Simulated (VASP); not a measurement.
# ZrB2 (k07) (P6/mmm) in VASP: notebook

The runs below take ZrB2 (k07) through single point, relaxation of cell and atoms, with LDA.

Program: VASP 6.6.1. These are calculated values, not measurements. Logs are shortened: lines on timing, memory, paths and dates and some standing lists are left out, and cuts for length are marked.

## (1) The cell of the first run

Symmetry: P6/mmm, No. 191, hexagonal system. The conventional cell has a = 3.136 Å, b = 3.136 Å, c = 3.486 Å, α = 90.00°, β = 90.00°, γ = 120.00°. Within 3.3 Å of Zr (site symmetry 6/mmm) lie 12 B at 2.51 Å and 6 Zr at 3.14 Å. B (site symmetry -6m2) has 3 B at 1.81 Å within 2.4 Å.

## (2) Single point, LDA

The input, INCAR:

```
PREC     = Accurate       # precision mode
ENCUT    = 520            # plane-wave cutoff, eV
EDIFF    = 1E-6           # SCF threshold, eV
ISMEAR   = 0              # smearing method
SIGMA    = 0.1            # smearing width, eV
LREAL    = False          # projectors in reciprocal space
LASPH    = True           # aspherical terms in the spheres
NELM     = 80             # most SCF steps
ALGO     = Normal         # electronic algorithm
ISIF     = 2              # what is computed and relaxed
LWAVE    = False          # write WAVECAR
LCHARG   = False          # write CHGCAR
NBANDS   = 16             # bands
```

The input, KPOINTS:

```
regular mesh
0
Gamma
  9 9 6
```

The input, POSCAR:

```
ZrB2
1.0
    3.1356928512      0.0000000000      0.0000000000
   -1.5678464256      2.7155896676      0.0000000000
    0.0000000000      0.0000000000      3.4863225682
Zr B
1 2
Direct
    0.0000000000      0.0000000000      0.0000000000
    0.3333333333      0.6666666667      0.5000000000
    0.6666666667      0.3333333333      0.5000000000
```

Potentials or basis: VASP PAW LDA potentials, release 64 (Zr_sv, B).

The run is started by

```sh
$ cat potpaw_LDA.64/Zr_sv/POTCAR potpaw_LDA.64/B/POTCAR > POTCAR
$ mpirun -np 1 vasp_std > vasp.out
```

OUTCAR:

```text
PREC = Accurate
   ENCUT = 520
   EDIFF = 1E-6
   ISMEAR = 0
   LREAL = False
   LASPH = True
   NELM = 80
   ISIF = 2

 ion  position               nearest neighbor table
   1  0.000  0.000  0.000-   2 2.51   3 2.51   2 2.51   3 2.51   2 2.51   2 2.51   3 2.51   3 2.51
                             3 2.51   3 2.51   2 2.51   2 2.51
   2  0.333  0.667  0.500-   3 1.81   3 1.81   3 1.81   1 2.51   1 2.51   1 2.51   1 2.51   1 2.51
                             1 2.51
   3  0.667  0.333  0.500-   2 1.81   2 1.81   2 1.81   1 2.51   1 2.51   1 2.51   1 2.51   1 2.51
                             1 2.51

  LATTYP: Found a hexagonal cell.
 ALAT       =     3.1356928512
 C/A-ratio  =     1.1118188973

  Lattice vectors:

 A1 = (   3.1356928512,   0.0000000000,   0.0000000000)
 A2 = (  -1.5678464256,   2.7155896676,   0.0000000000)
 A3 = (   0.0000000000,   0.0000000000,   3.4863225682)

Analysis of symmetry for initial positions (statically):
=====================================================================
 Subroutine PRICEL returns:
 Original cell was already a primitive cell.

 Routine SETGRP: Setting up the symmetry group for a
 hexagonal supercell.

 Subroutine GETGRP returns: Found 24 space group operations
 (whereof 24 operations were pure point group operations)
 out of a pool of 24 trial point group operations.

The static configuration has the point symmetry D_6h.

Analysis of symmetry for dynamics (positions and initial velocities):
=====================================================================
 Subroutine PRICEL returns:
 Original cell was already a primitive cell.

 Routine SETGRP: Setting up the symmetry group for a
 hexagonal supercell.

 Subroutine GETGRP returns: Found 24 space group operations
 (whereof 24 operations were pure point group operations)
 out of a pool of 24 trial point group operations.

The dynamic configuration has the point symmetry D_6h.

 Subroutine INISYM returns: Found 24 space group operations
 (whereof 24 operations are pure point group operations),
 and found     1 'primitive' translations

----------------------------------------------------------------------------------------

                                     Primitive cell

  volume of cell :      29.6869

  direct lattice vectors                    reciprocal lattice vectors
     3.135692851  0.000000000  0.000000000     0.318908786  0.184122073  0.000000000
    -1.567846426  2.715589668  0.000000000     0.000000000  0.368244147  0.000000000
     0.000000000  0.000000000  3.486322568     0.000000000  0.000000000  0.286835191

  length of vectors
     3.135692851  3.135692851  3.486322568     0.368244147  0.368244147  0.286835191

  position of ions in fractional coordinates (direct lattice)
     0.000000000  0.000000000  0.000000000
     0.333333333  0.666666667  0.500000000
     0.666666667  0.333333333  0.500000000

  ion indices of the primitive-cell ions
   primitive index   ion index
                 1           1
                 2           2
                 3           3

----------------------------------------------------------------------------------------

 KPOINTS: regular mesh

Automatic generation of k-mesh.
 Grid dimensions read from file:
 generate k-points for:    9    9    6

 Generating k-lattice:

  Cartesian coordinates                     Fractional coordinates (reciprocal lattice)
     0.035434310  0.020458008  0.000000000     0.111111111 -0.000000000  0.000000000
     0.000000000  0.040916016  0.000000000     0.000000000  0.111111111  0.000000000
     0.000000000  0.000000000  0.047805865     0.000000000  0.000000000  0.166666667

  Length of vectors
     0.040916016  0.040916016  0.047805865

  Shift w.r.t. Gamma in fractional coordinates (k-lattice)
     0.000000000  0.000000000  0.000000000

 Subroutine IBZKPT returns following result:
 ===========================================

 Found     48 irreducible k-points:

 Following reciprocal coordinates:
            Coordinates               Weight
  0.000000  0.000000  0.000000      1.000000
  0.111111 -0.000000  0.000000      6.000000
  0.222222 -0.000000  0.000000      6.000000
  0.333333  0.000000  0.000000      6.000000
  0.444444 -0.000000  0.000000      6.000000
  0.111111  0.111111  0.000000      6.000000
[... 16 lines left out ...]
  0.333333  0.222222  0.166667     24.000000
  0.333333  0.333333  0.166667      4.000000
 [... further k-points ...]
   k-points           NKPTS =     48   k-points in BZ     NKDIM =     48   number of bands    NBANDS=     16
   number of dos      NEDOS =    301   number of ions     NIONS =      3
   total plane-waves  NPLWV =  16128
   dimension x,y,z NGX =    24 NGY =   24 NGZ =   28
   dimension x,y,z NGXF=    48 NGYF=   48 NGZF=   56
   ions per type =               1   2
   NGX,Y,Z   is equivalent  to a cutoff of  12.72, 12.72, 13.35 a.u.
   NGXF,Y,Z  is equivalent  to a cutoff of  25.45, 25.45, 26.70 a.u.
 SYSTEM =  unknown system
   PREC   = accura    normal or accurate (medium, high low for compatibility)
   ISTART =      0    job   : 0-new  1-cont  2-samecut
   ICHARG =      2    charge: 1-file 2-atom 10-const
   ISPIN  =      1    spin polarized calculation?
   LNONCOLLINEAR =      F non collinear calculations
   LSORBIT =      F    spin-orbit coupling
   LASPH  =      T    aspherical Exc in radial PAW
   ENCUT  =  520.0 eV  38.22 Ry    6.18 a.u.   5.83  5.83  6.48*2*pi/ulx,y,z
   NELM   =     80;   NELMIN=  2; NELMDL= -5     # of ELM steps
   EDIFF  = 0.1E-05   stopping-criterion for ELM
   LREAL  =      F    real-space projection
   EDIFFG = 0.1E-04   stopping-criterion for IOM
   NSW    =      0    number of steps for IOM
   IBRION =     -1    ionic relax: 0-MD 1-quasi-New 2-CG
   NFREE  =      0    steps in history (QN), initial steepest desc. (CG)
   ISIF   =      2    stress and relaxation
   ISYM   =      2    0-nonsym 1-usesym 2-fastsym
   POTIM  = 0.5000    time-step for ionic-motion
   TEBEG  =    0.0;   TEEND  =   0.0 temperature during run
   PSTRESS=    0.0 pullay stress
   NELECT =      18.0000    total number of electrons
   NUPDOWN=      -1.0000    fix difference up-down
   EMIN   =  10.00;   EMAX   =-10.00  energy-range for DOS
   EFERMI =   0.00;   METHOD = LEGACY
   ISMEAR =     0;   SIGMA  =   0.10  broadening in eV -4-tet -1-fermi 0-gaus
   EFERMI_NEDOS =   21; number of points for ismear=-14 and -15
   IALGO  =     38    algorithm
   IMIX   =      4    mixing-type and parameters
     AMIX     =   0.40;   BMIX     =  1.00
     AMIX_MAG =   1.60;   BMIX_MAG =  1.00
  volume/ion in A,a.u.               =       9.90        66.78
  Fermi-wavevector in a.u.,A,eV,Ry     =   1.385619  2.618441 26.122381  1.919941
  Thomas-Fermi vector in A             =   2.510012
   LORBIT       =      0    0 simple, 1 ext, 2 COOP (PROOUT), +10 PAW based schemes
   GGA     = CA    functional components
   LHFCALC =     F    Hartree Fock is set to
   AEXX    =    0.0000 exact exchange contribution
   IVDW    =     0    specifies the selected vdW correction
   LEPSILON=     F    determine dielectric tensor
   LRPA    =     F    only Hartree local field effects (RPA)
 non-spin polarized calculation
 Gauss-broadening in eV      SIGMA  =   0.10
  energy-cutoff  :      520.00
  volume of cell :       29.69
 maximum number of plane-waves:       816
 NGX is ok and might be reduce to    24
   NGX = 11   NGY = 11   NGZ = 13

 number of electron      18.0000000 magnetization

 Free energy of the ion-electron system (eV)
  ---------------------------------------------------
  ext. energy  EPLUGINS =         0.00000000
  ---------------------------------------------------
  free energy    TOTEN  =       -27.47421990 eV

  energy without entropy =      -27.47207848  energy(sigma->0) =      -27.47314919

 E-fermi :  10.8767     XC(G=0): -12.7502

 val. band max:       10.8140509346   @ k =   0.2222   0.2222   0.0000
 cond. band min:      10.9843876802   @ k =   0.3333   0.2222   0.0000
 fundamental gap:      0.1703367456
 Fermi energy:        10.8766670057

 k-point     1 :       0.0000    0.0000    0.0000
  band No.  band energies     occupation
      1     -37.3674      2.00000
      2     -15.7332      2.00000
      3     -15.1145      2.00000
      4     -15.1145      2.00000
      5      -1.8597      2.00000
      6       8.1465      2.00000
[... 8 lines left out ...]
     15      16.1345      0.00000
     16      16.1345      0.00000

 k-point     2 :       0.1111   -0.0000    0.0000
  band No.  band energies     occupation
      1     -37.3515      2.00000
      2     -15.7101      2.00000
      3     -15.2488      2.00000
      4     -15.1435      2.00000
      5      -1.6067      2.00000
      6       7.4822      2.00000
[... 8 lines left out ...]
     15      17.0919      0.00000
     16      17.5702      0.00000

 k-point     3 :       0.2222   -0.0000    0.0000
  band No.  band energies     occupation
      1     -37.3111      2.00000
      2     -15.6512      2.00000
      3     -15.5758      2.00000
      4     -15.2162      2.00000
      5      -0.9019      2.00000
      6       6.0683      2.00000
[... 8 lines left out ...]
     15      17.9544      0.00000
     16      19.3346      0.00000

 k-point     4 :       0.3333    0.0000    0.0000
  band No.  band energies     occupation
      1     -37.2647      2.00000
      2     -15.9280      2.00000
      3     -15.5832      2.00000
      4     -15.2974      2.00000
      5       0.1399      2.00000
      6       4.5018      2.00000
[... 8 lines left out ...]
     15      19.4333      0.00000
     16      21.2425      0.00000
[... 324 lines left out ...]
 k-point    22 :       0.2222    0.2222    0.1667
  band No.  band energies     occupation
      1     -37.2386      2.00000
      2     -15.9261      2.00000
      3     -15.6443      2.00000
      4     -15.4709      2.00000
      5       0.8690      2.00000
      6       4.4252      2.00000
[... 8 lines left out ...]
     15      20.2364      0.00000
     16      21.2992      0.00000

 k-point    23 :       0.3333    0.2222    0.1667
  band No.  band energies     occupation
      1     -37.2152      2.00000
      2     -16.0011      2.00000
      3     -15.6118      2.00000
      4     -15.6049      2.00000
      5       1.9566      2.00000
      6       3.2798      2.00000
[... 8 lines left out ...]
     15      21.2558      0.00000
     16      21.5425      0.00000

 k-point    24 :       0.3333    0.3333    0.1667
  band No.  band energies     occupation
      1     -37.2070      2.00000
      2     -15.8456      2.00000
      3     -15.8456      2.00000
      4     -15.5935      2.00000
      5       2.8844      2.00000
      6       2.8844      2.00000
[... 8 lines left out ...]
     15      21.1492      0.00000
     16      22.5602      0.00000

 [... further k-points ...]
[... 5 lines left out ...]
  --------------------------------------------------------------------------------------
  -------------------------------------------------------------------------------------
  Total        0.0369544      0.0369544      0.0670668      0.0000000      0.0000000      0.0000000
  in kB        1.9943986      1.9943986      3.6195367      0.0000000      0.0000000      0.0000000
  external PRESSURE =       2.5361113 kB  Pullay stress =       0.0000000 kB

 VOLUME and BASIS-vectors are now :
 -----------------------------------------------------------------------------
  energy-cutoff  :      520.00
  volume of cell :       29.69
      direct lattice vectors                 reciprocal lattice vectors
     3.135692851  0.000000000  0.000000000     0.318908786  0.184122073  0.000000000
    -1.567846426  2.715589668  0.000000000     0.000000000  0.368244147  0.000000000
     0.000000000  0.000000000  3.486322568     0.000000000  0.000000000  0.286835191

 POSITION                                       TOTAL-FORCE (eV/Angst)
 -----------------------------------------------------------------------------------
      0.00000      0.00000      0.00000         0.000000      0.000000      0.000000
     -0.00000      1.81039      1.74316         0.000000      0.000000      0.000000
      1.56785      0.90520      1.74316        -0.000000     -0.000000      0.000000
 -----------------------------------------------------------------------------------
    total drift:                               -0.000000      0.000000      0.000000

  FREE ENERGIE OF THE ION-ELECTRON SYSTEM (eV)
  ---------------------------------------------------
  free  energy   TOTEN  =       -27.4742199034 eV

  energy  without entropy=      -27.4720784783  energy(sigma->0) =      -27.47314919
```

It took 8.6 s on 1 thread of Intel Xeon Platinum 8559C (Emerald Rapids), shared host; peak memory 0.14 GiB.

Results:

```yaml
Free_energy: -27.4742 eV
Pressure: 0.3 GPa
Band_gap_on_the_k_mesh: zero (band 9 reaches 11.62 eV, above the bottom of band 10 at 10.81 eV)
```

## (3) Single point, LDA

The input, INCAR:

```
SYSTEM = ZrB2
PREC = Accurate
ENCUT = 520
EDIFF = 1E-6
ISMEAR = 0
SIGMA = 0.1
LREAL = .False.
LASPH = .True.
NELM = 80
ALGO = Normal
ISIF = 2
LWAVE = .False.
LCHARG = .True.
LELF = .True.
LVHAR = .True.
NBANDS = 16
```

The input, KPOINTS:

```
Automatic mesh
0
Gamma
  21 21 18
  0 0 0
```

The input, POSCAR:

```
ZrB2
1.0
    3.1331377656      0.0000000000      0.0000000000
   -1.5665688828      2.7133768986      0.0000000000
    0.0000000000      0.0000000000      3.4886953752
Zr B
1 2
Direct
    0.0000000000      0.0000000000      0.0000000000
    0.3333333333      0.6666666667      0.5000000000
    0.6666666667      0.3333333333      0.5000000000
```

Potentials or basis: VASP PAW LDA potentials, release 64 (Zr_sv, B).

The run is started by

```sh
$ cat potpaw_LDA.64/Zr_sv/POTCAR potpaw_LDA.64/B/POTCAR > POTCAR
$ mpirun -np 1 vasp_std > vasp.out
```

It took 74 s on 1 thread of Intel Xeon Platinum 8559C (Emerald Rapids), shared host; peak memory 0.31 GiB.

Results (log left out):

```
Free energy            : -27.4820 eV
Pressure               : 0.5 GPa
Band gap on the k mesh : zero (band 9 reaches 11.65 eV, above the bottom of band 10 at 10.48 eV)
```

Levels at points of the mesh, in eV from the Fermi level:
```tsv
k point	band 7	band 8	band 9	band 10	band 11	band 12
(0.00, 0.00, 0.00)	-2.74	-2.71	-2.30	3.50	3.50	4.30
(0.00, 0.00, 0.50)	-1.01	-1.01	0.29	0.29	0.76	0.76
```

(Continued in part 2 of 2.)
